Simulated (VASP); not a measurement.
# CoO (Pm-3m) in VASP: a series of runs, part 2 of 2

VASP 6.6.1. Earlier steps stand in the parts before.

### 3 Single point, PBE+U, collinear spin, ferromagnetic start

File INCAR:

```
SYSTEM = CoO
ALGO = Normal ; EDIFF = 1E-7
ENCUT = 520 ; GGA = PE
ISIF = 2 ; ISMEAR = 0
ISPIN = 2 ; LASPH = .TRUE.
LCHARG = .FALSE. ; LDAU = .TRUE.
LDAUJ = 0 0 ; LDAUL = 2 -1
LDAUPRINT = 1 ; LDAUTYPE = 2
LDAUU = 4 0 ; LMAXMIX = 4
LORBIT = 11 ; LREAL = .FALSE.
LWAVE = .FALSE. ; MAGMOM = 3 0
NBANDS = 18 ; NELM = 150
PREC = Accurate ; SIGMA = 0.05
```

File KPOINTS:

```
k-points
0
G
  16 16 16
  0 0 0
```

File POSCAR:

```
CoO
1.0
    2.6161540276      0.0000000000      0.0000000000
    0.0000000000      2.6161540276      0.0000000000
    0.0000000000      0.0000000000      2.6161540276
Co O
1 1
Direct
    0.0000000000      0.0000000000      0.0000000000
    0.5000000000      0.5000000000      0.5000000000
```

Potentials or basis: VASP PAW PBE potentials, release 64 (Co, O).

Command:

```bash
cat potpaw_PBE.64/Co/POTCAR potpaw_PBE.64/O/POTCAR > POTCAR
mpirun -np 1 vasp_std > vasp.out
```

It took 65 s on 1 thread of AMD EPYC 9R45 (Zen 5), shared host; peak memory 0.16 GiB.

Results (log left out):

| Quantity | Value |
| --- | --- |
| Free energy | -11.1235 eV |
| Pressure | 5.7 GPa |
| Band gap on the k mesh | 1.40 eV (least direct gap 1.91 eV) |
| Net moment | 3.00 μB per cell |
| Site moments | Co +2.71; O +0.25 μB |
| Valence electrons inside the program's atomic spheres | Co 7.78; O 4.98 |

Levels at points of the mesh, in eV from the valence-band top:
Spin up:
```
           k point  band 5  band 6  band 7  band 8  band 9  band 10  band 11  band 12  band 13  band 14
(0.00, 0.00, 0.00)   -4.54   -4.53   -1.62   -1.62   -1.62     1.40    15.02    15.02    20.51    20.51
(0.50, 0.00, 0.00)   -5.10   -4.47   -2.49    0.00    0.00     6.83     8.80    17.13    18.14    18.14
(0.50, 0.50, 0.00)   -5.03   -4.91   -4.84   -2.83   -0.64     5.77    11.95    11.95    16.36    23.42
(0.50, 0.50, 0.50)   -2.79   -2.79   -0.81   -0.81   -0.81     7.31     7.31     7.31    14.92    21.42
```
Spin down:
```tsv
k point	band 2	band 3	band 4	band 5	band 6	band 7	band 8	band 9	band 10	band 11
(0.00, 0.00, 0.00)	-4.05	-4.05	-1.13	-1.13	-1.13	2.12	2.81	2.81	2.81	15.45
(0.50, 0.00, 0.00)	-7.53	-3.70	-1.58	-1.58	-1.00	2.91	3.66	3.66	7.34	9.65
(0.50, 0.50, 0.00)	-4.83	-4.83	-3.49	-1.14	-0.15	1.76	2.05	2.05	6.82	12.52
(0.50, 0.50, 0.50)	-4.82	-4.82	-4.82	-1.11	-1.11	4.01	4.01	4.01	7.79	7.79
```

Eigenvalues of the final occupation matrices:
| site | spin | trace | eigenvalues |
| --- | --- | --- | --- |
| site 1 d | 1 | 4.92 | 0.96 0.96 1.00 1.00 1.00 |
| site 1 d | 2 | 2.23 | 0.11 0.11 0.11 0.95 0.95 |

Caveat: the cell stands under pressure; a cell with one magnetic atom can't hold antiferromagnetic order, which such compounds often take.

### 4 Single point, PBE+U, collinear spin, ferromagnetic start

File INCAR:

```
ALGO = Normal ; EDIFF = 1E-7
ENCUT = 520 ; GGA = PE
ISIF = 2 ; ISMEAR = 0
ISPIN = 2 ; LASPH = T
LCHARG = F ; LDAU = T
LDAUJ = 0 0 ; LDAUL = 2 -1
LDAUPRINT = 1 ; LDAUTYPE = 2
LDAUU = 7 0 ; LMAXMIX = 4
LORBIT = 11 ; LREAL = F
LWAVE = F ; MAGMOM = 3 0
NBANDS = 18 ; NELM = 150
PREC = Accurate ; SIGMA = 0.05
```

File KPOINTS:

```
k-points
0
Gamma
  16 16 16
```

POSCAR is that of step 3.

Potentials or basis: VASP PAW PBE potentials, release 64 (Co, O).

Command:

```bash
cat potpaw_PBE.64/Co/POTCAR potpaw_PBE.64/O/POTCAR > POTCAR
mpirun -np 1 vasp_std > vasp.out
```

OUTCAR:

```text
EDIFF = 1E-7
   ENCUT = 520
   GGA = PE
   ISIF = 2
   ISMEAR = 0
   ISPIN = 2
   LASPH = T
   LORBIT = 11
   LREAL = F
   NELM = 150
   PREC = Accurate

 ion  position               nearest neighbor table
   1  0.000  0.000  0.000-   2 2.27   2 2.27   2 2.27   2 2.27   2 2.27   2 2.27   2 2.27   2 2.27

   2  0.500  0.500  0.500-   1 2.27   1 2.27   1 2.27   1 2.27   1 2.27   1 2.27   1 2.27   1 2.27

  LATTYP: Found a simple cubic cell.
 ALAT       =     2.6161540276

  Lattice vectors:
[... 1261 lines left out ...]
  in kB       49.1227314     49.1227314     49.1227314     -0.0000000     -0.0000000      0.0000000
  external PRESSURE =      49.1227314 kB  Pullay stress =       0.0000000 kB

 VOLUME and BASIS-vectors are now :
 -----------------------------------------------------------------------------
  energy-cutoff  :      520.00
  volume of cell :       17.91
      direct lattice vectors                 reciprocal lattice vectors
     2.616154028  0.000000000  0.000000000     0.382240491  0.000000000  0.000000000
     0.000000000  2.616154028  0.000000000     0.000000000  0.382240491  0.000000000
     0.000000000  0.000000000  2.616154028     0.000000000  0.000000000  0.382240491

 POSITION                                       TOTAL-FORCE (eV/Angst)
 -----------------------------------------------------------------------------------
      0.00000      0.00000      0.00000         0.000000      0.000000      0.000000
      1.30808      1.30808      1.30808         0.000000      0.000000      0.000000
 -----------------------------------------------------------------------------------
    total drift:                                0.000000      0.000000      0.000000

  FREE ENERGIE OF THE ION-ELECTRON SYSTEM (eV)
  ---------------------------------------------------
  free  energy   TOTEN  =       -10.5644081519 eV

  energy  without entropy=      -10.5644081519  energy(sigma->0) =      -10.56440815

 total charge

# of ion       s       p       d       tot
------------------------------------------
    1        0.301   0.359   7.130   7.789
    2        1.566   3.434   0.000   5.000
--------------------------------------------------
tot          1.867   3.792   7.130  12.789

 magnetization (x)

# of ion       s       p       d       tot
------------------------------------------
    1        0.015   0.017   2.795   2.827
    2        0.015   0.146   0.000   0.161
--------------------------------------------------
tot          0.030   0.162   2.795   2.987
```

stdout:

```text
POSCAR found type information on POSCAR CoO
 POSCAR found :  2 types and       2 ions
 scaLAPACK will be used
 LDA part: xc-table for (Slater+PW92), standard interpolation
 POSCAR, INCAR and KPOINTS ok, starting setup
 FFT: planning ... GRIDC
 FFT: planning ... GRID_SOFT
 FFT: planning ... GRID
 WAVECAR not read
 entering main loop
```

It took 64 s on 1 thread of AMD EPYC 9R45 (Zen 5), shared host; peak memory 0.16 GiB.

What came out:

```yaml
Free_energy: -10.5644 eV
Pressure: 4.9 GPa
Band_gap_on_the_k_mesh: 1.50 eV (least direct gap 2.48 eV)
Net_moment: 3.00 μB per cell
Site_moments: Co +2.83; O +0.16 μB
Valence_electrons_inside_the_program's_atomic_spheres: Co 7.79; O 5.00
```

Eigenvalues of the final occupation matrices:
```tsv
site	spin	trace	eigenvalues
site 1 d	1	4.98	0.98 0.98 1.01 1.01 1.01
site 1 d	2	2.18	0.08 0.08 0.08 0.97 0.97
```

Caveat: the cell stands under pressure; a cell with one magnetic atom can't hold antiferromagnetic order, which such compounds often take. A k mesh can miss the band edges.

### 5 The runs side by side

| U | gap on the mesh (eV) | pressure (GPa) | moment (μB) |
| --- | --- | --- | --- |
| Co d U = 1.0 eV | 0.24 | 5.0 | 3.00 |
| Co d U = 4.0 eV | 1.40 | 5.7 | 3.00 |
| Co d U = 7.0 eV | 1.50 | 4.9 | 3.00 |

Alike in all rows: task single point; level PBE+U; potentials or basis VASP PAW PBE potentials, release 64 (Co, O); spin collinear, ferromagnetic start; cell as given; k mesh 16 × 16 × 16; cutoff (eV) 520; smearing gaussian 0.05 eV.

Caveats: the cell stands under pressure; a cell with one magnetic atom can't hold antiferromagnetic order, which such compounds often take.

Total energies depend on the potentials used, so only differences within one code and one set of settings carry meaning.
